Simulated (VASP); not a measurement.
# CdSe (F-43m) in VASP: further runs

Runs on CdSe. Level: PBE. Tasks: single point.

All numbers are computed with VASP 6.6.1; they aren't measurements. Logs are shortened: lines on timing, memory, paths and dates and some standing lists are left out, and cuts for length are marked.

## 1. The cell of the first run

The structure is cubic, space group F-43m (No. 216). The conventional cell has a = 5.972 Å, b = 5.972 Å, c = 5.972 Å, α = 90.00°, β = 90.00°, γ = 90.00°. Cd (site symmetry -43m) has 4 Se at 2.59 Å within 3.4 Å. Se (site symmetry -43m) has 4 Cd at 2.59 Å within 3.4 Å.

## 2. Single point, PBE

File INCAR:

```
PREC = Accurate
ENCUT = 500
EDIFF = 1E-6
ISMEAR = 0
SIGMA = 0.01
LREAL = F
LASPH = T
NELM = 120
ALGO = Normal
ISIF = 2
LWAVE = F
LCHARG = T
GGA = PE
LELF = T
LVHAR = T
NBANDS = 16
GGA_COMPAT = F
```

File KPOINTS:

```
Automatic mesh
0
Gamma
  6 6 6
```

File POSCAR:

```
CdSe
1.0
    0.0000000000      2.9861112681      2.9861112681
    2.9861112681      0.0000000000      2.9861112681
    2.9861112681      2.9861112681      0.0000000000
Cd Se
1 1
Direct
    0.0000000000      0.0000000000      0.0000000000
    0.7500000000      0.7500000000      0.7500000000
```

Potentials or basis: VASP PAW PBE potentials, release 64 (Cd, Se).

Launch:

```console
$ cat potpaw_PBE.64/Cd/POTCAR potpaw_PBE.64/Se/POTCAR > POTCAR
$ mpirun -np 1 vasp_std > vasp.out
```

OUTCAR:

```text
PREC = Accurate
   ENCUT = 500
   EDIFF = 1E-6
   ISMEAR = 0
   LREAL = F
   LASPH = T
   NELM = 120
   ISIF = 2
   GGA = PE

 ion  position               nearest neighbor table
   1  0.000  0.000  0.000-   2 2.59   2 2.59   2 2.59   2 2.59
   2  0.750  0.750  0.750-   1 2.59   1 2.59   1 2.59   1 2.59

  LATTYP: Found a face centered cubic cell.
 ALAT       =     5.9722225362

  Lattice vectors:

 A1 = (   0.0000000000,   2.9861112681,   2.9861112681)
 A2 = (   2.9861112681,   0.0000000000,   2.9861112681)
 A3 = (   2.9861112681,   2.9861112681,   0.0000000000)

Analysis of symmetry for initial positions (statically):
=====================================================================
 Subroutine PRICEL returns:
 Original cell was already a primitive cell.

 Routine SETGRP: Setting up the symmetry group for a
 face centered cubic supercell.

 Subroutine GETGRP returns: Found 24 space group operations
 (whereof 24 operations were pure point group operations)
 out of a pool of 48 trial point group operations.

The static configuration has the point symmetry T_d .

Analysis of symmetry for dynamics (positions and initial velocities):
=====================================================================
 Subroutine PRICEL returns:
 Original cell was already a primitive cell.

 Routine SETGRP: Setting up the symmetry group for a
 face centered cubic supercell.

 Subroutine GETGRP returns: Found 24 space group operations
 (whereof 24 operations were pure point group operations)
 out of a pool of 48 trial point group operations.

The dynamic configuration has the point symmetry T_d .

 Subroutine INISYM returns: Found 24 space group operations
 (whereof 24 operations are pure point group operations),
 and found     1 'primitive' translations

----------------------------------------------------------------------------------------

                                     Primitive cell

  volume of cell :      53.2535

  direct lattice vectors                    reciprocal lattice vectors
     0.000000000  2.986111268  2.986111268    -0.167441852  0.167441852  0.167441852
     2.986111268  0.000000000  2.986111268     0.167441852 -0.167441852  0.167441852
     2.986111268  2.986111268  0.000000000     0.167441852  0.167441852 -0.167441852

  length of vectors
     4.222999054  4.222999054  4.222999054     0.290017794  0.290017794  0.290017794

  position of ions in fractional coordinates (direct lattice)
     0.000000000  0.000000000  0.000000000
     0.750000000  0.750000000  0.750000000

  ion indices of the primitive-cell ions
   primitive index   ion index
                 1           1
                 2           2

----------------------------------------------------------------------------------------

 KPOINTS: Automatic mesh

Automatic generation of k-mesh.
 Grid dimensions read from file:
 generate k-points for:    6    6    6

 Generating k-lattice:

  Cartesian coordinates                     Fractional coordinates (reciprocal lattice)
    -0.027906975  0.027906975  0.027906975     0.166666667  0.000000000  0.000000000
     0.027906975 -0.027906975  0.027906975     0.000000000  0.166666667  0.000000000
     0.027906975  0.027906975 -0.027906975     0.000000000  0.000000000  0.166666667

  Length of vectors
     0.048336299  0.048336299  0.048336299

  Shift w.r.t. Gamma in fractional coordinates (k-lattice)
     0.000000000  0.000000000  0.000000000

 Subroutine IBZKPT returns following result:
 ===========================================

 Found     16 irreducible k-points:

 Following reciprocal coordinates:
            Coordinates               Weight
  0.000000  0.000000  0.000000      1.000000
  0.166667  0.000000  0.000000      8.000000
  0.333333  0.000000  0.000000      8.000000
  0.500000  0.000000  0.000000      4.000000
  0.166667  0.166667  0.000000      6.000000
  0.333333  0.166667  0.000000     24.000000
[... 8 lines left out ...]
 -0.333333  0.333333  0.166667     24.000000
 -0.333333  0.500000  0.166667     12.000000
   k-points           NKPTS =     16   k-points in BZ     NKDIM =     16   number of bands    NBANDS=     16
   number of dos      NEDOS =    301   number of ions     NIONS =      2
   total plane-waves  NPLWV =  32768
   dimension x,y,z NGX =    32 NGY =   32 NGZ =   32
   dimension x,y,z NGXF=    64 NGYF=   64 NGZF=   64
   ions per type =               1   1
   NGX,Y,Z   is equivalent  to a cutoff of  12.60, 12.60, 12.60 a.u.
   NGXF,Y,Z  is equivalent  to a cutoff of  25.19, 25.19, 25.19 a.u.
 SYSTEM =  unknown system
   PREC   = accura    normal or accurate (medium, high low for compatibility)
   ISTART =      0    job   : 0-new  1-cont  2-samecut
   ICHARG =      2    charge: 1-file 2-atom 10-const
   ISPIN  =      1    spin polarized calculation?
   LNONCOLLINEAR =      F non collinear calculations
   LSORBIT =      F    spin-orbit coupling
   LASPH  =      T    aspherical Exc in radial PAW
   ENCUT  =  500.0 eV  36.75 Ry    6.06 a.u.   7.70  7.70  7.70*2*pi/ulx,y,z
   NELM   =    120;   NELMIN=  2; NELMDL= -5     # of ELM steps
   EDIFF  = 0.1E-05   stopping-criterion for ELM
   LREAL  =      F    real-space projection
   EDIFFG = 0.1E-04   stopping-criterion for IOM
   NSW    =      0    number of steps for IOM
   IBRION =     -1    ionic relax: 0-MD 1-quasi-New 2-CG
   NFREE  =      0    steps in history (QN), initial steepest desc. (CG)
   ISIF   =      2    stress and relaxation
   ISYM   =      2    0-nonsym 1-usesym 2-fastsym
   POTIM  = 0.5000    time-step for ionic-motion
   TEBEG  =    0.0;   TEEND  =   0.0 temperature during run
   PSTRESS=    0.0 pullay stress
   NELECT =      18.0000    total number of electrons
   NUPDOWN=      -1.0000    fix difference up-down
   EMIN   =  10.00;   EMAX   =-10.00  energy-range for DOS
   EFERMI =   0.00;   METHOD = LEGACY
   ISMEAR =     0;   SIGMA  =   0.01  broadening in eV -4-tet -1-fermi 0-gaus
   EFERMI_NEDOS =   21; number of points for ismear=-14 and -15
   IALGO  =     38    algorithm
   IMIX   =      4    mixing-type and parameters
     AMIX     =   0.40;   BMIX     =  1.00
     AMIX_MAG =   1.60;   BMIX_MAG =  1.00
  volume/ion in A,a.u.               =      26.63       179.69
  Fermi-wavevector in a.u.,A,eV,Ry     =   1.140380  2.155006 17.693929  1.300467
  Thomas-Fermi vector in A             =   2.277082
   LORBIT       =      0    0 simple, 1 ext, 2 COOP (PROOUT), +10 PAW based schemes
   GGA     = PE    functional components
   LHFCALC =     F    Hartree Fock is set to
   AEXX    =    0.0000 exact exchange contribution
   IVDW    =     0    specifies the selected vdW correction
   LEPSILON=     F    determine dielectric tensor
   LRPA    =     F    only Hartree local field effects (RPA)
 non-spin polarized calculation
 Gauss-broadening in eV      SIGMA  =   0.01
  energy-cutoff  :      500.00
  volume of cell :       53.25
 maximum number of plane-waves:      1363
   NGX = 15   NGY = 15   NGZ = 15

 number of electron      17.9999994 magnetization

 Free energy of the ion-electron system (eV)
  ---------------------------------------------------
  ext. energy  EPLUGINS =         0.00000000
  ---------------------------------------------------
  free energy    TOTEN  =        -5.37063921 eV

  energy without entropy =       -5.37063921  energy(sigma->0) =       -5.37063921

 E-fermi :   1.4423     XC(G=0):  -9.1369

 val. band max:        1.3998324455   @ k =   0.0000   0.0000   0.0000
 cond. band min:       2.1206007867   @ k =   0.0000   0.0000   0.0000
 fundamental gap:      0.7207683412
 Fermi energy:         1.4423369177

 k-point     1 :       0.0000    0.0000    0.0000
  band No.  band energies     occupation
      1     -11.5196      2.00000
      2      -6.7432      2.00000
      3      -6.7432      2.00000
      4      -6.7432      2.00000
      5      -6.3061      2.00000
      6      -6.3061      2.00000
[... 8 lines left out ...]
     15      12.6220      0.00000
     16      12.6220      0.00000

 k-point     2 :       0.1667    0.0000    0.0000
  band No.  band energies     occupation
      1     -11.4154      2.00000
      2      -6.7098      2.00000
      3      -6.7098      2.00000
      4      -6.6499      2.00000
      5      -6.3074      2.00000
      6      -6.3074      2.00000
[... 8 lines left out ...]
     15      11.5937      0.00000
     16      12.0585      0.00000

 k-point     3 :       0.3333    0.0000    0.0000
  band No.  band energies     occupation
      1     -11.2032      2.00000
      2      -6.6542      2.00000
      3      -6.6542      2.00000
      4      -6.3105      2.00000
      5      -6.2947      2.00000
      6      -6.2947      2.00000
[... 8 lines left out ...]
     15      12.0678      0.00000
     16      12.0678      0.00000

 k-point     4 :       0.5000    0.0000    0.0000
  band No.  band energies     occupation
      1     -11.0961      2.00000
      2      -6.6344      2.00000
      3      -6.6344      2.00000
      4      -6.2783      2.00000
      5      -6.2783      2.00000
      6      -5.9668      2.00000
[... 8 lines left out ...]
     15      13.7303      0.00000
     16      13.7303      0.00000
[... 172 lines left out ...]
 k-point    14 :       0.5000    0.3333    0.1667
  band No.  band energies     occupation
      1     -11.0662      2.00000
      2      -6.5739      2.00000
      3      -6.5662      2.00000
      4      -6.3919      2.00000
      5      -6.2757      2.00000
      6      -6.0433      2.00000
[... 8 lines left out ...]
     15      13.8138      0.00000
     16      14.7146      0.00000

 k-point    15 :      -0.3333    0.3333    0.1667
  band No.  band energies     occupation
      1     -10.9975      2.00000
      2      -6.5677      2.00000
      3      -6.5336      2.00000
      4      -6.3445      2.00000
      5      -6.2949      2.00000
      6      -5.8086      2.00000
[... 8 lines left out ...]
     15      13.5087      0.00000
     16      14.6691      0.00000

 k-point    16 :      -0.3333    0.5000    0.1667
  band No.  band energies     occupation
      1     -10.9639      2.00000
      2      -6.5343      2.00000
      3      -6.4992      2.00000
      4      -6.3813      2.00000
      5      -6.2749      2.00000
      6      -5.7771      2.00000
[... 8 lines left out ...]
     15      14.4657      0.00000
     16      14.5856      0.00000

------------------------ aborting loop because EDIFF is reached ----------------------------------------

  FORCE on cell =-STRESS in cart. coord.  units (eV):
  Direction    XX          YY          ZZ          XY          YZ          ZX
  --------------------------------------------------------------------------------------
  -------------------------------------------------------------------------------------
  Total        2.2722235      2.2722235      2.2722235     -0.0000000     -0.0000000      0.0000000
  in kB       68.3618283     68.3618283     68.3618283     -0.0000000     -0.0000000      0.0000000
  external PRESSURE =      68.3618283 kB  Pullay stress =       0.0000000 kB

 VOLUME and BASIS-vectors are now :
 -----------------------------------------------------------------------------
  energy-cutoff  :      500.00
  volume of cell :       53.25
      direct lattice vectors                 reciprocal lattice vectors
     0.000000000  2.986111268  2.986111268    -0.167441852  0.167441852  0.167441852
     2.986111268  0.000000000  2.986111268     0.167441852 -0.167441852  0.167441852
     2.986111268  2.986111268  0.000000000     0.167441852  0.167441852 -0.167441852

 POSITION                                       TOTAL-FORCE (eV/Angst)
 -----------------------------------------------------------------------------------
      0.00000      0.00000      0.00000        -0.000000     -0.000000      0.000000
      4.47917      4.47917      4.47917         0.000000      0.000000     -0.000000
 -----------------------------------------------------------------------------------
    total drift:                               -0.000000     -0.000000     -0.000000

  FREE ENERGIE OF THE ION-ELECTRON SYSTEM (eV)
  ---------------------------------------------------
  free  energy   TOTEN  =        -5.3706392130 eV

  energy  without entropy=       -5.3706392130  energy(sigma->0) =       -5.37063921
```

Wall time 6.7 s (1 thread of Intel Xeon 6975P-C (Granite Rapids), shared host); peak memory 0.17 GiB.

What came out:

* Free energy: -5.3706 eV
* Pressure: 6.8 GPa
* Band gap on the k mesh: 0.72 eV, direct

## 3. Single point, PBE

This run uses another cell than the first one, of 30.10 Å³/atom, 1.130 times its volume.

File INCAR:

```
SYSTEM = CdSe
ALGO = Normal
EDIFF = 1E-6
ENCUT = 500
GGA = PE
GGA_COMPAT = .FALSE.
ISIF = 2
ISMEAR = 0
LASPH = .TRUE.
LCHARG = .FALSE.
LREAL = .FALSE.
LWAVE = .FALSE.
NBANDS = 16
NELM = 120
PREC = Accurate
SIGMA = 0.01
```

File KPOINTS:

```
k-points
0
G
  6 6 6
  0 0 0
```

File POSCAR:

```
CdSe
1.0
    0.0000000000      3.1106739359      3.1106739359
    3.1106739359      0.0000000000      3.1106739359
    3.1106739359      3.1106739359      0.0000000000
Cd Se
1 1
Direct
    0.0000000000      0.0000000000      0.0000000000
    0.7500000000      0.7500000000      0.7500000000
```

Potentials or basis: VASP PAW PBE potentials, release 64 (Cd, Se).

Launch:

```console
$ cat potpaw_PBE.64/Cd/POTCAR potpaw_PBE.64/Se/POTCAR > POTCAR
$ mpirun -np 1 vasp_std > vasp.out
```

It took 6.2 s on 1 thread of Intel Xeon 6975P-C (Granite Rapids), shared host; peak memory 0.17 GiB.

Results (log left out):

| Quantity | Value |
| --- | --- |
| Free energy | -5.4954 eV |
| Pressure | -0.3 GPa |
| Band gap on the k mesh | 0.47 eV, direct |

Levels at points of the mesh, in eV from the valence-band top:
```tsv
k point	band 5	band 6	band 7	band 8	band 9	band 10	band 11	band 12	band 13	band 14
(0.00, 0.00, 0.00)	-7.43	-7.43	0.00	0.00	0.00	0.47	5.92	5.92	5.92	9.51
(0.50, 0.00, 0.00)	-7.41	-7.18	-4.01	-0.66	-0.66	2.30	6.42	6.42	7.21	9.86
(0.50, 0.50, 0.00)	-7.38	-7.12	-3.78	-1.63	-1.63	3.25	3.67	8.81	9.81	9.81
```

## 4. Single point, PBE

This run uses another cell than the first one, of 31.26 Å³/atom, 1.174 times its volume.

File INCAR:

```
PREC = Accurate ; ENCUT = 500
EDIFF = 1E-6 ; ISMEAR = 0
SIGMA = 0.01 ; LREAL = False
LASPH = True ; NELM = 120
ALGO = Normal ; ISIF = 2
LWAVE = False ; LCHARG = False
GGA = PE ; NBANDS = 16
GGA_COMPAT = False
```

File KPOINTS:

```
regular mesh
0
Gamma
  6 6 6
```

File POSCAR:

```
CdSe
1.0
    0.0000000000      3.1500537359      3.1500537359
    3.1500537359      0.0000000000      3.1500537359
    3.1500537359      3.1500537359      0.0000000000
Cd Se
1 1
Direct
    0.0000000000      0.0000000000      0.0000000000
    0.7500000000      0.7500000000      0.7500000000
```

Launch:

```console
$ cat potpaw_PBE.64/Cd/POTCAR potpaw_PBE.64/Se/POTCAR > POTCAR
$ mpirun -np 1 vasp_std > vasp.out
```

Run time: 6.7 s. Hardware: 1 thread of Intel Xeon 6975P-C (Granite Rapids), shared host; peak memory 0.18 GiB.

The run converged. Its results:

| Property | Result |
| --- | --- |
| Free energy | -5.4800 eV |
| Pressure | -1.8 GPa |
| Band gap on the k mesh | 0.39 eV, direct |

Levels at points of the mesh, in eV from the valence-band top:
```csv
k point,band 7,band 8,band 9,band 10,band 11,band 12
"(0.00, 0.00, 0.00)",0.00,0.00,0.00,0.39,5.91,5.91
"(0.50, 0.00, 0.00)",-3.82,-0.61,-0.61,2.24,6.40,6.40
"(0.50, 0.50, 0.00)",-3.63,-1.52,-1.52,3.31,3.61,8.65
```

## 5. Summary

| cell | gap on the mesh (eV) | pressure (GPa) |
| --- | --- | --- |
| a = 4.223 Å, angles 60.0°, 2 atoms | 0.72 | 6.8 |
| a = 4.399 Å, angles 60.0°, 2 atoms | 0.47 | -0.3 |
| a = 4.455 Å, angles 60.0°, 2 atoms | 0.39 | -1.8 |

Alike in all rows: task single point; level PBE; potentials or basis VASP PAW PBE potentials, release 64 (Cd, Se); no spin polarisation; k mesh 6 × 6 × 6; cutoff (eV) 500; smearing gaussian 0.01 eV.

Total energies depend on the potentials used, so only differences within one code and one set of settings carry meaning.
